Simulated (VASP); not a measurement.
# Sr (Fm-3m) in VASP: a series of runs

The runs below take Sr through single point, with PBE.

Everything below comes from runs of VASP 6.6.1. Logs are shortened: lines on timing, memory, paths and dates and some standing lists are left out, and cuts for length are marked.

## 1. The cell of the first run

The structure is cubic, space group Fm-3m (No. 225). Conventional cell: a = 6.072 Å, b = 6.072 Å, c = 6.072 Å, α = 90.00°, β = 90.00°, γ = 90.00°. Sr (site symmetry m-3m) has 12 Sr at 4.29 Å within 5.6 Å.

## 2. Single point, PBE

INCAR

```
PREC     = Accurate       # precision mode
ENCUT    = 520            # plane-wave cutoff, eV
EDIFF    = 1E-6           # SCF threshold, eV
ISMEAR   = 0              # smearing method
SIGMA    = 0.05           # smearing width, eV
LREAL    = False          # projectors in reciprocal space
LASPH    = True           # aspherical terms in the spheres
NELM     = 100            # most SCF steps
ALGO     = Normal         # electronic algorithm
ISIF     = 2              # what is computed and relaxed
LWAVE    = False          # write WAVECAR
LCHARG   = False          # write CHGCAR
GGA      = PE             # functional
NBANDS   = 11             # bands
```

KPOINTS

```
Automatic mesh
0
Gamma
  12 12 12
```

POSCAR

```
Sr
1.0
    0.0000000000      3.0359412502      3.0359412502
    3.0359412502      0.0000000000      3.0359412502
    3.0359412502      3.0359412502      0.0000000000
Sr
1
Direct
    0.0000000000      0.0000000000      0.0000000000
```

Potentials or basis: VASP PAW PBE potentials, release 64 (Sr_sv).

Launch:

```console
$ cat potpaw_PBE.64/Sr_sv/POTCAR > POTCAR
$ mpirun -np 1 vasp_std > vasp.out
```

OUTCAR:

```text
PREC = Accurate
   ENCUT = 520
   EDIFF = 1E-6
   ISMEAR = 0
   LREAL = False
   LASPH = True
   NELM = 100
   ISIF = 2
   GGA = PE

 ion  position               nearest neighbor table
   1  0.000  0.000  0.000-

  LATTYP: Found a face centered cubic cell.
 ALAT       =     6.0718825004

  Lattice vectors:

 A1 = (   0.0000000000,   3.0359412502,   3.0359412502)
 A2 = (   3.0359412502,   0.0000000000,   3.0359412502)
 A3 = (   3.0359412502,   3.0359412502,   0.0000000000)

Analysis of symmetry for initial positions (statically):
=====================================================================
 Subroutine PRICEL returns:
 Original cell was already a primitive cell.

 Routine SETGRP: Setting up the symmetry group for a
 face centered cubic supercell.

 Subroutine GETGRP returns: Found 48 space group operations
 (whereof 48 operations were pure point group operations)
 out of a pool of 48 trial point group operations.

The static configuration has the point symmetry O_h .

Analysis of symmetry for dynamics (positions and initial velocities):
=====================================================================
 Subroutine PRICEL returns:
 Original cell was already a primitive cell.

 Routine SETGRP: Setting up the symmetry group for a
 face centered cubic supercell.

 Subroutine GETGRP returns: Found 48 space group operations
 (whereof 48 operations were pure point group operations)
 out of a pool of 48 trial point group operations.

The dynamic configuration has the point symmetry O_h .

 Subroutine INISYM returns: Found 48 space group operations
 (whereof 48 operations are pure point group operations),
 and found     1 'primitive' translations

----------------------------------------------------------------------------------------

                                     Primitive cell

  volume of cell :      55.9642

  direct lattice vectors                    reciprocal lattice vectors
     0.000000000  3.035941250  3.035941250    -0.164693569  0.164693569  0.164693569
     3.035941250  0.000000000  3.035941250     0.164693569 -0.164693569  0.164693569
     3.035941250  3.035941250  0.000000000     0.164693569  0.164693569 -0.164693569

  length of vectors
     4.293469291  4.293469291  4.293469291     0.285257629  0.285257629  0.285257629

  position of ions in fractional coordinates (direct lattice)
     0.000000000  0.000000000  0.000000000

  ion indices of the primitive-cell ions
   primitive index   ion index
                 1           1

----------------------------------------------------------------------------------------

 KPOINTS: Automatic mesh

Automatic generation of k-mesh.
 Grid dimensions read from file:
 generate k-points for:   12   12   12

 Generating k-lattice:

  Cartesian coordinates                     Fractional coordinates (reciprocal lattice)
    -0.013724464  0.013724464  0.013724464     0.083333333  0.000000000  0.000000000
     0.013724464 -0.013724464  0.013724464     0.000000000  0.083333333  0.000000000
     0.013724464  0.013724464 -0.013724464     0.000000000  0.000000000  0.083333333

  Length of vectors
     0.023771469  0.023771469  0.023771469

  Shift w.r.t. Gamma in fractional coordinates (k-lattice)
     0.000000000  0.000000000  0.000000000

 Subroutine IBZKPT returns following result:
 ===========================================

 Found     72 irreducible k-points:

 Following reciprocal coordinates:
            Coordinates               Weight
  0.000000  0.000000  0.000000      1.000000
  0.083333  0.000000  0.000000      8.000000
  0.166667  0.000000  0.000000      8.000000
  0.250000  0.000000  0.000000      8.000000
  0.333333  0.000000  0.000000      8.000000
  0.416667  0.000000  0.000000      8.000000
[... 16 lines left out ...]
  0.500000  0.166667  0.000000     24.000000
 -0.416667  0.166667  0.000000     24.000000
 [... further k-points ...]
   k-points           NKPTS =     72   k-points in BZ     NKDIM =     72   number of bands    NBANDS=     11
   number of dos      NEDOS =    301   number of ions     NIONS =      1
   total plane-waves  NPLWV =  32768
   dimension x,y,z NGX =    32 NGY =   32 NGZ =   32
   dimension x,y,z NGXF=    64 NGYF=   64 NGZF=   64
   ions per type =               1
   NGX,Y,Z   is equivalent  to a cutoff of  12.39, 12.39, 12.39 a.u.
   NGXF,Y,Z  is equivalent  to a cutoff of  24.78, 24.78, 24.78 a.u.
 SYSTEM =  unknown system
   PREC   = accura    normal or accurate (medium, high low for compatibility)
   ISTART =      0    job   : 0-new  1-cont  2-samecut
   ICHARG =      2    charge: 1-file 2-atom 10-const
   ISPIN  =      1    spin polarized calculation?
   LNONCOLLINEAR =      F non collinear calculations
   LSORBIT =      F    spin-orbit coupling
   LASPH  =      T    aspherical Exc in radial PAW
   ENCUT  =  520.0 eV  38.22 Ry    6.18 a.u.   7.98  7.98  7.98*2*pi/ulx,y,z
   NELM   =    100;   NELMIN=  2; NELMDL= -5     # of ELM steps
   EDIFF  = 0.1E-05   stopping-criterion for ELM
   LREAL  =      F    real-space projection
   EDIFFG = 0.1E-04   stopping-criterion for IOM
   NSW    =      0    number of steps for IOM
   IBRION =     -1    ionic relax: 0-MD 1-quasi-New 2-CG
   NFREE  =      0    steps in history (QN), initial steepest desc. (CG)
   ISIF   =      2    stress and relaxation
   ISYM   =      2    0-nonsym 1-usesym 2-fastsym
   POTIM  = 0.5000    time-step for ionic-motion
   TEBEG  =    0.0;   TEEND  =   0.0 temperature during run
   PSTRESS=    0.0 pullay stress
   NELECT =      10.0000    total number of electrons
   NUPDOWN=      -1.0000    fix difference up-down
   EMIN   =  10.00;   EMAX   =-10.00  energy-range for DOS
   EFERMI =   0.00;   METHOD = LEGACY
   ISMEAR =     0;   SIGMA  =   0.05  broadening in eV -4-tet -1-fermi 0-gaus
   EFERMI_NEDOS =   21; number of points for ismear=-14 and -15
   IALGO  =     38    algorithm
   IMIX   =      4    mixing-type and parameters
     AMIX     =   0.40;   BMIX     =  1.00
     AMIX_MAG =   1.60;   BMIX_MAG =  1.00
  volume/ion in A,a.u.               =      55.96       377.66
  Fermi-wavevector in a.u.,A,eV,Ry     =   0.922086  1.742490 11.568255  0.850243
  Thomas-Fermi vector in A             =   2.047574
   LORBIT       =      0    0 simple, 1 ext, 2 COOP (PROOUT), +10 PAW based schemes
   GGA     = PE    functional components
   LHFCALC =     F    Hartree Fock is set to
   AEXX    =    0.0000 exact exchange contribution
   IVDW    =     0    specifies the selected vdW correction
   LEPSILON=     F    determine dielectric tensor
   LRPA    =     F    only Hartree local field effects (RPA)
 non-spin polarized calculation
 Gauss-broadening in eV      SIGMA  =   0.05
  energy-cutoff  :      520.00
  volume of cell :       55.96
 maximum number of plane-waves:      1540
   NGX = 15   NGY = 15   NGZ = 15

 number of electron      10.0000000 magnetization

 Free energy of the ion-electron system (eV)
  ---------------------------------------------------
  ext. energy  EPLUGINS =         0.00000000
  ---------------------------------------------------
  free energy    TOTEN  =        -1.63601479 eV

  energy without entropy =       -1.63365624  energy(sigma->0) =       -1.63483551

 E-fermi :   1.5235     XC(G=0):  -7.2966

 val. band max:        1.5092545027   @ k =  -0.3333   0.3333   0.1667
 cond. band min:       1.5281453114   @ k =  -0.4167   0.2500   0.0000
 fundamental gap:      0.0188908087
 Fermi energy:         1.5234745336

 k-point     1 :       0.0000    0.0000    0.0000
  band No.  band energies     occupation
      1     -35.1255      2.00000
      2     -17.0163      2.00000
      3     -17.0163      2.00000
      4     -17.0163      2.00000
      5      -2.0935      2.00000
      6       3.8505      0.00000
      7       3.8505      0.00000
      8       3.8505      0.00000
      9       5.2885      0.00000
     10       5.2885      0.00000
     11       8.5761      0.00000

 k-point     2 :       0.0833    0.0000    0.0000
  band No.  band energies     occupation
      1     -35.1246      2.00000
      2     -17.0290      2.00000
      3     -17.0180      2.00000
      4     -17.0180      2.00000
      5      -1.9835      2.00000
      6       3.6784      0.00000
      7       3.9024      0.00000
      8       3.9024      0.00000
      9       5.2193      0.00000
     10       5.2193      0.00000
     11       8.8599      0.00000

 k-point     3 :       0.1667    0.0000    0.0000
  band No.  band energies     occupation
      1     -35.1223      2.00000
      2     -17.0632      2.00000
      3     -17.0227      2.00000
      4     -17.0227      2.00000
      5      -1.6638      2.00000
      6       3.2685      0.00000
      7       4.0035      0.00000
      8       4.0035      0.00000
      9       5.1208      0.00000
     10       5.1208      0.00000
     11       8.9861      0.00000

 k-point     4 :       0.2500    0.0000    0.0000
  band No.  band energies     occupation
      1     -35.1191      2.00000
      2     -17.1093      2.00000
      3     -17.0290      2.00000
      4     -17.0290      2.00000
      5      -1.1659      2.00000
      6       2.7803      0.00000
      7       3.9987      0.00000
      8       3.9987      0.00000
      9       5.2393      0.00000
     10       5.2393      0.00000
     11       8.2347      0.00000
[... 239 lines left out ...]
 k-point    22 :       0.4167    0.1667    0.0000
  band No.  band energies     occupation
      1     -35.1133      2.00000
      2     -17.1616      2.00000
      3     -17.0590      2.00000
      4     -17.0520      2.00000
      5      -0.0020      2.00000
      6       2.1088      0.00000
      7       3.2485      0.00000
      8       4.1547      0.00000
      9       5.4853      0.00000
     10       6.2468      0.00000
     11       7.4168      0.00000

 k-point    23 :       0.5000    0.1667    0.0000
  band No.  band energies     occupation
      1     -35.1116      2.00000
      2     -17.1811      2.00000
      3     -17.0687      2.00000
      4     -17.0521      2.00000
      5       0.6092      2.00000
      6       1.6905      0.00000
      7       3.1514      0.00000
      8       4.0493      0.00000
      9       5.9800      0.00000
     10       6.3507      0.00000
     11       6.8336      0.00000

 k-point    24 :      -0.4167    0.1667    0.0000
  band No.  band energies     occupation
      1     -35.1114      2.00000
      2     -17.1827      2.00000
      3     -17.0747      2.00000
      4     -17.0484      2.00000
      5       0.7584      2.00000
      6       1.6021      0.02606
      7       3.1095      0.00000
      8       4.0115      0.00000
      9       6.0146      0.00000
     10       6.2560      0.00000
     11       6.9176      0.00000

 [... further k-points ...]

------------------------ aborting loop because EDIFF is reached ----------------------------------------

  FORCE on cell =-STRESS in cart. coord.  units (eV):
  Direction    XX          YY          ZZ          XY          YZ          ZX
  --------------------------------------------------------------------------------------
  -------------------------------------------------------------------------------------
  Total       -0.0997370     -0.0997370     -0.0997370      0.0000000     -0.0000000     -0.0000000
  in kB       -2.8553330     -2.8553330     -2.8553330      0.0000000     -0.0000000     -0.0000000
  external PRESSURE =      -2.8553330 kB  Pullay stress =       0.0000000 kB

 VOLUME and BASIS-vectors are now :
 -----------------------------------------------------------------------------
  energy-cutoff  :      520.00
  volume of cell :       55.96
      direct lattice vectors                 reciprocal lattice vectors
     0.000000000  3.035941250  3.035941250    -0.164693569  0.164693569  0.164693569
     3.035941250  0.000000000  3.035941250     0.164693569 -0.164693569  0.164693569
     3.035941250  3.035941250  0.000000000     0.164693569  0.164693569 -0.164693569

 POSITION                                       TOTAL-FORCE (eV/Angst)
 -----------------------------------------------------------------------------------
      0.00000      0.00000      0.00000         0.000000      0.000000      0.000000
 -----------------------------------------------------------------------------------
    total drift:                                0.000000      0.000000      0.000000

  FREE ENERGIE OF THE ION-ELECTRON SYSTEM (eV)
  ---------------------------------------------------
  free  energy   TOTEN  =        -1.6360147852 eV

  energy  without entropy=       -1.6336562415  energy(sigma->0) =       -1.63483551
```

Wall time 18 s (1 thread of Intel Xeon Platinum 8375C at 2.90GHz (Ice Lake), shared host); peak memory 0.2 GiB.

What came out:

- Free energy: -1.6360 eV
- Pressure: -0.3 GPa
- Band gap on the k mesh: zero (band 5 reaches 1.60 eV, above the bottom of band 6 at 1.53 eV)

## 3. Single point, PBE

This run uses another cell than the first one, of 56.19 Å³/atom, 1.004 times its volume.

INCAR

```
SYSTEM = Sr
ALGO = Fast ; EDIFF = 1E-6
ENCUT = 520 ; GGA = PE
ISIF = 2 ; ISMEAR = 0
LASPH = .TRUE. ; LCHARG = .FALSE.
LREAL = .FALSE. ; LWAVE = .FALSE.
NBANDS = 11 ; NELM = 60
PREC = Accurate ; SIGMA = 0.05
```

KPOINTS

```
k-points
0
G
  12 12 12
  0 0 0
```

POSCAR

```
Sr
1.0
    0.0000000000      3.0400000000      3.0400000000
    3.0400000000      0.0000000000      3.0400000000
    3.0400000000      3.0400000000      0.0000000000
Sr
1
Direct
    0.0000000000      0.0000000000      0.0000000000
```

Potentials or basis: VASP PAW PBE potentials, release 64 (Sr_sv).

Launch:

```console
$ cat potpaw_PBE.64/Sr_sv/POTCAR > POTCAR
$ mpirun -np 1 vasp_std > vasp.out
```

Run time: 36 s. Hardware: 1 thread of Intel Xeon Platinum 8375C at 2.90GHz (Ice Lake), shared host; peak memory 0.2 GiB.

The run converged. Its results:

```yaml
Free_energy: -1.6356 eV
Pressure: -0.3 GPa
Band_gap_on_the_k_mesh: zero (band 5 reaches 1.59 eV, above the bottom of band 6 at 1.51 eV)
```

Levels at points of the mesh, in eV from the Fermi level:
```
           k point  band 1  band 2  band 3  band 4  band 5  band 6  band 7  band 8  band 9  band 10
(0.00, 0.00, 0.00)  -36.66  -18.55  -18.55  -18.55   -3.61    2.32    2.32    2.32    3.75     3.75
(0.50, 0.00, 0.00)  -36.64  -18.73  -18.57  -18.57   -1.11    0.04    2.17    2.17    4.77     4.77
(0.50, 0.50, 0.00)  -36.64  -18.72  -18.61  -18.61   -0.62    0.36    1.01    4.78    5.06     5.08
```
